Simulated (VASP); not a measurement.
# ScIr (Pm-3m) in VASP: relaxation of cell and atoms with LDA

Aim: the relaxation of cell and atoms of ScIr with LDA.

All numbers are computed with VASP 6.6.1; they aren't measurements. Logs are shortened: lines on timing, memory, paths and dates and some standing lists are left out, and cuts for length are marked.

## 1. The cell of the first run

Symmetry: Pm-3m, No. 221, cubic system. Conventional cell: a = 3.206 Å, b = 3.206 Å, c = 3.206 Å, α = 90.00°, β = 90.00°, γ = 90.00°. Sc (site symmetry m-3m) has 8 Ir at 2.78 Å and 6 Sc at 3.21 Å within 3.7 Å. Ir (site symmetry m-3m) has 8 Sc at 2.78 Å and 6 Ir at 3.21 Å within 3.7 Å.

## 2. Relaxation of cell and atoms, LDA

File INCAR:

```
PREC = Accurate ; ENCUT = 560
EDIFF = 1E-7 ; ISMEAR = -1
SIGMA = 0.08 ; LREAL = F
LASPH = T ; NELM = 120
ALGO = Normal ; ISIF = 3
LWAVE = F ; LCHARG = F
IBRION = 2 ; NSW = 100
EDIFFG = -0.002 ; GGA_COMPAT = F
NELMIN = 4
```

File KPOINTS:

```
Automatic mesh
0
Gamma
  14 14 14
```

File POSCAR:

```
ScIr
1.0
    3.2060000000      0.0000000000      0.0000000000
    0.0000000000      3.2060000000      0.0000000000
    0.0000000000      0.0000000000      3.2060000000
Sc Ir
1 1
Direct
    0.5000000000      0.5000000000      0.5000000000
    0.0000000000      0.0000000000      0.0000000000
```

Potentials or basis: VASP PAW LDA potentials, release 64 (Sc_sv, Ir_sv_GW).

On the command line:

```bash
$ cat potpaw_LDA.64/Sc_sv/POTCAR potpaw_LDA.64/Ir_sv_GW/POTCAR > POTCAR
$ mpirun -np 1 vasp_std > vasp.out
```

OUTCAR:

```text
PREC = Accurate
   ENCUT = 560
   EDIFF = 1E-7
   ISMEAR = -1
   LREAL = F
   LASPH = T
   NELM = 120
   ISIF = 3
   IBRION = 2
   NSW = 100
   EDIFFG = -0.002
   NELMIN = 4

 ion  position               nearest neighbor table
   1  0.500  0.500  0.500-   2 2.78   2 2.78   2 2.78   2 2.78   2 2.78   2 2.78   2 2.78   2 2.78

   2  0.000  0.000  0.000-   1 2.78   1 2.78   1 2.78   1 2.78   1 2.78   1 2.78   1 2.78   1 2.78

  LATTYP: Found a simple cubic cell.
 ALAT       =     3.2060000000

  Lattice vectors:

 A1 = (   3.2060000000,   0.0000000000,   0.0000000000)
 A2 = (   0.0000000000,   3.2060000000,   0.0000000000)
 A3 = (   0.0000000000,   0.0000000000,   3.2060000000)

Analysis of symmetry for initial positions (statically):
=====================================================================
 Subroutine PRICEL returns:
 Original cell was already a primitive cell.

 Routine SETGRP: Setting up the symmetry group for a
 simple cubic supercell.

 Subroutine GETGRP returns: Found 48 space group operations
 (whereof 48 operations were pure point group operations)
 out of a pool of 48 trial point group operations.

The static configuration has the point symmetry O_h .

Analysis of symmetry for dynamics (positions and initial velocities):
=====================================================================
 Subroutine PRICEL returns:
 Original cell was already a primitive cell.

 Routine SETGRP: Setting up the symmetry group for a
 simple cubic supercell.

 Subroutine GETGRP returns: Found 48 space group operations
 (whereof 48 operations were pure point group operations)
 out of a pool of 48 trial point group operations.

The dynamic configuration has the point symmetry O_h .

 Subroutine INISYM returns: Found 48 space group operations
 (whereof 48 operations are pure point group operations),
 and found     1 'primitive' translations

----------------------------------------------------------------------------------------

                                     Primitive cell

  volume of cell :      32.9527

  direct lattice vectors                    reciprocal lattice vectors
     3.206000000  0.000000000  0.000000000     0.311915159  0.000000000  0.000000000
     0.000000000  3.206000000  0.000000000     0.000000000  0.311915159  0.000000000
     0.000000000  0.000000000  3.206000000     0.000000000  0.000000000  0.311915159

  length of vectors
     3.206000000  3.206000000  3.206000000     0.311915159  0.311915159  0.311915159
[... 91 lines left out ...]
   PSTRESS=    0.0 pullay stress
   NELECT =      28.0000    total number of electrons
   NUPDOWN=      -1.0000    fix difference up-down
   EMIN   =  10.00;   EMAX   =-10.00  energy-range for DOS
   EFERMI =   0.00;   METHOD = LEGACY
   ISMEAR =    -1;   SIGMA  =   0.08  broadening in eV -4-tet -1-fermi 0-gaus
   EFERMI_NEDOS =   21; number of points for ismear=-14 and -15
   IALGO  =     38    algorithm
   IMIX   =      4    mixing-type and parameters
     AMIX     =   0.40;   BMIX     =  1.00
     AMIX_MAG =   1.60;   BMIX_MAG =  1.00
  volume/ion in A,a.u.               =      16.48       111.19
  Fermi-wavevector in a.u.,A,eV,Ry     =   1.550591  2.930193 32.712939  2.404333
  Thomas-Fermi vector in A             =   2.655233
   LORBIT       =      0    0 simple, 1 ext, 2 COOP (PROOUT), +10 PAW based schemes
   GGA     = CA    functional components
   LHFCALC =     F    Hartree Fock is set to
   AEXX    =    0.0000 exact exchange contribution
   IVDW    =     0    specifies the selected vdW correction
   LEPSILON=     F    determine dielectric tensor
   LRPA    =     F    only Hartree local field effects (RPA)
 conjugate gradient relaxation of ions
 non-spin polarized calculation
  energy-cutoff  :      560.00
  volume of cell :       32.95
 maximum number of plane-waves:      1021
 NGX is ok and might be reduce to    28
   NGX = 13   NGY = 13   NGZ = 13

--------------------------------------- Ionic step        1  -------------------------------------------

 number of electron      27.9999997 magnetization

 Free energy of the ion-electron system (eV)
  ---------------------------------------------------
  ext. energy  EPLUGINS =         0.00000000
  ---------------------------------------------------
  free energy    TOTEN  =       -19.69039775 eV

  energy without entropy =      -19.67413027  energy(sigma->0) =      -19.68226401

------------------------ aborting loop because EDIFF is reached ----------------------------------------

  FORCE on cell =-STRESS in cart. coord.  units (eV):
  Direction    XX          YY          ZZ          XY          YZ          ZX
  --------------------------------------------------------------------------------------
  -------------------------------------------------------------------------------------
  Total       -1.4967955     -1.4967955     -1.4967955      0.0000000     -0.0000000      0.0000000
  in kB      -72.7750454    -72.7750454    -72.7750454      0.0000000     -0.0000000      0.0000000
  external PRESSURE =     -72.7750454 kB  Pullay stress =       0.0000000 kB
[... 95 lines left out ...]
--------------------------------------- Ionic step        4  -------------------------------------------

 number of electron      28.0000004 magnetization

 Free energy of the ion-electron system (eV)
  ---------------------------------------------------
  ext. energy  EPLUGINS =         0.00000000
  ---------------------------------------------------
  free energy    TOTEN  =       -19.72045895 eV

  energy without entropy =      -19.70495937  energy(sigma->0) =      -19.71270916

 E-fermi :   8.6669     XC(G=0): -13.0956

 val. band max:        8.6667532263   @ k =   0.5000   0.0000   0.0000
 cond. band min:       8.7083091137   @ k =   0.5000   0.4286   0.2857
 fundamental gap:      0.0415558873
 Fermi energy:         8.6668696891

 k-point     1 :       0.0000    0.0000    0.0000
  band No.  band energies     occupation
      1     -83.1424      2.00000
      2     -40.1923      2.00000
      3     -40.1923      2.00000
      4     -40.1923      2.00000
      5     -39.8382      2.00000
      6     -18.7081      2.00000
[... 481 lines left out ...]
      5     -39.7126      2.00000
      6     -18.9832      2.00000
[... 10 lines left out ...]
     17      11.0295      0.00000
     18      11.4044      0.00000

 [... further k-points ...]

------------------------ aborting loop because EDIFF is reached ----------------------------------------

  FORCE on cell =-STRESS in cart. coord.  units (eV):
  Direction    XX          YY          ZZ          XY          YZ          ZX
  --------------------------------------------------------------------------------------
  -------------------------------------------------------------------------------------
  Total        0.0024310      0.0024310      0.0024310      0.0000000      0.0000000      0.0000000
  in kB        0.1229643      0.1229643      0.1229643      0.0000000      0.0000000      0.0000000
  external PRESSURE =       0.1229643 kB  Pullay stress =       0.0000000 kB
[... 17 lines left out ...]
  FREE ENERGIE OF THE ION-ELECTRON SYSTEM (eV)
  ---------------------------------------------------
  free  energy   TOTEN  =       -19.7204589483 eV

  energy  without entropy=      -19.7049593674  energy(sigma->0) =      -19.71270916

 reached required accuracy - stopping structural energy minimisation
```

Run time: 4.1 min. Hardware: 1 thread of Intel Xeon Platinum 8259CL at 2.50GHz (Skylake/Cascade Lake), shared host; peak memory 0.23 GiB.

What came out:

```
Free energy                           : -19.7205 eV
Relaxed volume                        : 15.84 Å³/atom
Relaxed cell                          : a = 3.164 Å, b = 3.164 Å, c = 3.164 Å, α = 90.00°, β = 90.00°, γ = 90.00°
Space group after relaxing (to 0.1 Å) : Pm-3m (No. 221)
Energy gained by relaxing             : 15.0 meV/atom
Ionic steps                           : 4
Pressure after relaxing               : 0.0 GPa
Band gap on the k mesh                : zero (bands 14 and 15 overlap by 0.63 eV)
```

Step by step:
```csv
step,energy change (eV),largest force (eV/Å),pressure (GPa),volume (Å³)
1,0.0000,0.0000,-7.28,32.95
2,0.0736,0.0000,16.29,29.51
3,-0.0300,0.0000,-0.19,31.70
4,-0.0301,0.0000,0.01,31.67
```

Final structure:
```cif
data_structure
_symmetry_space_group_name_H-M 'P 1'
_symmetry_Int_Tables_number 1
_cell_length_a 3.1640
_cell_length_b 3.1640
_cell_length_c 3.1640
_cell_angle_alpha 90.000
_cell_angle_beta 90.000
_cell_angle_gamma 90.000
_cell_volume 31.67
loop_
_atom_site_label
_atom_site_type_symbol
_atom_site_fract_x
_atom_site_fract_y
_atom_site_fract_z
_atom_site_occupancy
Sc1 Sc 0.50000 0.50000 0.50000 1
Ir1 Ir 0.00000 0.00000 0.00000 1
```

Caveat: spin-orbit coupling is left out, which moves the levels of the heavy elements. Zero-point motion and thermal expansion aren't in these numbers.

The gap in the log of VASP goes by the Fermi energy; the results here count the filled bands.